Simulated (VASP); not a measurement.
A run of VASP 6.6.1 is set up as follows.

The input INCAR:

```
ALGO = Normal ; EDIFF = 1E-6
ENCUT = 550 ; GGA = PS
GGA_COMPAT = False ; ISIF = 2
ISMEAR = -1 ; ISYM = -1
LASPH = True ; LCHARG = True
LELF = True ; LREAL = Auto
LVHAR = True ; LWAVE = False
NBANDS = 366 ; NELM = 120
PREC = Accurate ; SIGMA = 0.05
```

Contents of KPOINTS:

```
explicit points
1
Reciprocal
  0.25000000   0.25000000   0.25000000 1
```

POSCAR

```
Si3Ge5
1.0
   11.1477149314      0.0000000000      0.0000000000
    0.0000000000     11.1477149314      0.0000000000
    0.0000000000      0.0000000000     11.1477149314
Ge Si
40 24
Direct
    0.9997060000      0.0007940000      0.0011300000
    0.0024010000      0.4972000000      0.0016510000
    0.0017760000      0.5022160000      0.4982670000
    0.4978800000      0.0028840000      0.9968940000
    0.4986900000      0.5017240000      0.5034890000
    0.1302550000      0.1278210000      0.1245390000
    0.1239130000      0.1243040000      0.6236860000
    0.6274160000      0.1280310000      0.1218310000
    0.6224940000      0.6212890000      0.1228780000
    0.2510660000      0.2533610000      0.5002270000
    0.2484580000      0.7468160000      0.0024290000
    0.2499220000      0.7479660000      0.4995130000
    0.7478140000      0.2471400000      0.5037690000
    0.7490470000      0.7493400000      0.9978410000
    0.7505150000      0.7459950000      0.5006140000
    0.3727820000      0.8771420000      0.1266830000
    0.3797400000      0.8743680000      0.6253660000
    0.8728330000      0.3784410000      0.6271190000
    0.8766710000      0.8712810000      0.1270560000
    0.8748360000      0.8787920000      0.6239500000
    0.2539540000      0.0023660000      0.7520560000
    0.2506240000      0.4996460000      0.2487610000
    0.2492620000      0.4968370000      0.7488960000
    0.7504400000      0.9999400000      0.2503460000
    0.7546400000      0.4995030000      0.2494890000
    0.3752750000      0.1222090000      0.3755170000
    0.3787670000      0.6231350000      0.8752700000
    0.8773570000      0.1245100000      0.3771930000
    0.8700800000      0.1257080000      0.8750340000
    0.8735970000      0.6203880000      0.8722540000
    0.0015470000      0.2534740000      0.2503370000
    0.0010140000      0.2524480000      0.7531910000
    0.0007360000      0.7480230000      0.7469130000
    0.4976410000      0.2516110000      0.2467600000
    0.4971300000      0.7477110000      0.2519920000
    0.1229010000      0.8751100000      0.3727520000
    0.1253600000      0.8743260000      0.8748990000
    0.6248540000      0.3752990000      0.3758570000
    0.6234530000      0.8755720000      0.3777760000
    0.6239070000      0.8756280000      0.8698810000
    0.0007820000      0.9995200000      0.4991620000
    0.5023340000      0.0018080000      0.5028530000
    0.5000170000      0.4941880000      0.9981510000
    0.1232400000      0.6246280000      0.1279660000
    0.1264900000      0.6239490000      0.6245370000
    0.6218720000      0.1245140000      0.6282610000
    0.6257600000      0.6242080000      0.6285070000
    0.2534650000      0.2520840000      0.9978390000
    0.7498140000      0.2547390000      0.9984820000
    0.3741210000      0.3755780000      0.1207440000
    0.3777710000      0.3731990000      0.6277240000
    0.8749840000      0.3729930000      0.1229040000
    0.2489880000      0.0003930000      0.2507100000
    0.7472590000      0.0020080000      0.7472680000
    0.7439510000      0.4985380000      0.7508060000
    0.3761070000      0.1312240000      0.8746250000
    0.3738840000      0.6232890000      0.3762260000
    0.8777890000      0.6261500000      0.3736680000
    0.0001020000      0.7461910000      0.2501020000
    0.5005640000      0.2501320000      0.7508060000
    0.5022810000      0.7470160000      0.7481360000
    0.1265430000      0.3769130000      0.3749030000
    0.1284350000      0.3735970000      0.8779610000
    0.6241120000      0.3739610000      0.8746120000
```

Potentials or basis: VASP PAW PBE potentials, release 64 (Ge_d, Si).

Launch:

```console
$ cat potpaw_PBE.64/Ge_d/POTCAR potpaw_PBE.64/Si/POTCAR > POTCAR
$ mpirun -np 1 vasp_std > vasp.out
```

Problem. What does it give for the largest force?

Solution. 0.032 eV/Å.

Problem. Predict the band gap on the k mesh.

Solution. 1.00 eV.

Problem. Predict the pressure.

Solution. 0.0 GPa.

Forces on the atoms (eV/Å):
```
Ge  -0.003  0.011 -0.010
Ge   0.002 -0.004  0.008
Ge  -0.001  0.004  0.000
Ge  -0.002 -0.004 -0.003
Ge   0.009 -0.005  0.001
Ge   0.004 -0.011 -0.007
Ge  -0.009  0.006 -0.008
Ge  -0.002  0.024  0.000
Ge  -0.004 -0.013  0.001
Ge   0.012 -0.004  0.001
Ge   0.009 -0.007 -0.013
Ge   0.000 -0.008  0.008
Ge  -0.007  0.013  0.005
Ge  -0.007  0.002  0.005
Ge  -0.005 -0.012 -0.003
Ge   0.000 -0.003  0.005
Ge   0.010  0.000 -0.001
Ge   0.005 -0.004  0.001
Ge   0.004 -0.002 -0.004
Ge  -0.007  0.000  0.016
Ge   0.005  0.004 -0.006
Ge   0.008 -0.002  0.002
Ge  -0.002 -0.002  0.004
Ge  -0.005 -0.001 -0.005
Ge  -0.005  0.006  0.008
Ge  -0.001  0.000 -0.009
Ge   0.009 -0.005 -0.012
Ge   0.001  0.007  0.006
Ge   0.001  0.000 -0.010
Ge   0.000 -0.006 -0.002
Ge   0.005  0.013 -0.003
Ge   0.004  0.008  0.006
Ge   0.003 -0.002 -0.006
Ge  -0.008  0.000  0.008
Ge   0.005 -0.004 -0.007
Ge   0.000 -0.005 -0.001
Ge   0.011 -0.005  0.009
Ge  -0.002  0.003 -0.007
Ge   0.005 -0.007  0.014
Ge   0.000 -0.004 -0.002
Si   0.001  0.005  0.009
Si  -0.027  0.009 -0.005
Si  -0.015  0.026 -0.009
Si   0.003 -0.002 -0.008
Si   0.008 -0.017  0.000
Si   0.003 -0.002  0.002
Si  -0.003 -0.003 -0.013
Si  -0.008  0.012  0.010
Si  -0.002 -0.010  0.008
Si   0.005 -0.007  0.007
Si  -0.026  0.017 -0.005
Si  -0.015  0.011  0.005
Si   0.018  0.014  0.008
Si   0.004  0.005 -0.003
Si   0.016 -0.006 -0.006
Si   0.001  0.001 -0.003
Si   0.005 -0.011  0.007
Si  -0.012 -0.010 -0.002
Si   0.004 -0.013  0.014
Si   0.008  0.001 -0.009
Si  -0.016 -0.011  0.021
Si   0.001 -0.005  0.001
Si   0.001  0.007 -0.027
Si   0.002  0.010  0.005
```

Caveat: the PAW data sets were made with another functional, which shifts forces and pressure a little; a shifted mesh leaves out Γ, where band edges can lie. A k mesh can miss the band edges.
